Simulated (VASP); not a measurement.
A run of VASP 6.6.1 is set up as follows.

The input POSCAR:

```
Ag
1.0
   -2.6373687781      2.6373687781      1.3693520663
    2.6373687781     -2.6373687781      1.3693520663
    2.6373687781      2.6373687781     -1.3693520663
Ag
2
Direct
    0.0000000000      0.0000000000      0.0000000000
    0.7500000000      0.2500000000      0.5000000000
```

Contents of INCAR.step1:

```
SYSTEM = Ag
  PREC = Accurate
  ENCUT = 520
  ISMEAR = 0
  SIGMA = 0.1
  LREAL = .False.
  LASPH = .True.
  NELM = 60
  NBANDS = 18
  GGA = PE
  ALGO = Normal
  EDIFF = 1E-4
  LWAVE = .True.
  LCHARG = .False.
```

The input INCAR.step2:

```
SYSTEM = Ag
  PREC = Accurate
  ENCUT = 520
  EDIFF = 1E-6
  ISMEAR = 0
  SIGMA = 0.1
  LREAL = .False.
  LASPH = .True.
  NELM = 60
  ALGO = Normal
  ISIF = 2
  LWAVE = .False.
  LCHARG = .False.
  METAGGA = R2SCAN
  LMIXTAU = .True.
  NBANDS = 18
  ISTART = 1
```

The input KPOINTS:

```
Automatic mesh
0
Gamma
  8 8 8
  0 0 0
```

Potentials or basis: VASP PAW PBE potentials, release 64 (Ag).

Command:

```bash
$ cat potpaw_PBE.64/Ag/POTCAR > POTCAR
$ cp INCAR.step1 INCAR
$ mpirun -np 1 vasp_std > vasp.out
$ cp INCAR.step2 INCAR
$ mpirun -np 1 vasp_std > vasp.out
```

(1) Estimate the pressure.

(2) Estimate the band gap on the k mesh.

Results:

(1) 0.2 GPa.

(2) zero (band 11 reaches 9.51 eV, above the bottom of band 12 at 4.21 eV).

Caveat: the PAW data sets were made with another functional, which shifts forces and pressure a little.
